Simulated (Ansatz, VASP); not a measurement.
# Ca in VASP and in Ansatz

```
CELL_PARAMETERS angstrom
3.61658 0.00000 0.00000
0.00000 3.61658 0.00000
0.00000 0.00000 3.61658
ATOMIC_POSITIONS crystal
Ca 0.00000 0.00000 0.00000
```

Alike in both runs: task single point; functional PBE; k mesh 15 × 15 × 15; occupations fermi-dirac, width 0.1 eV; no spin polarisation.

|  | VASP | Ansatz |
| --- | --- | --- |
| version | VASP 6.6.1 | Ansatz 0.2.0 |
| potentials or method | VASP PAW PBE potentials, release 64 (Ca_sv), cutoff 520 eV | plane waves (420 eV) with PAW, scalar-relativistic |
| valence electrons in the cell | 10 | 10 |

|  | VASP | Ansatz | Ansatz less VASP |
| --- | --- | --- | --- |
| pressure (GPa) | -0.7 | -0.7 | +0.01 |
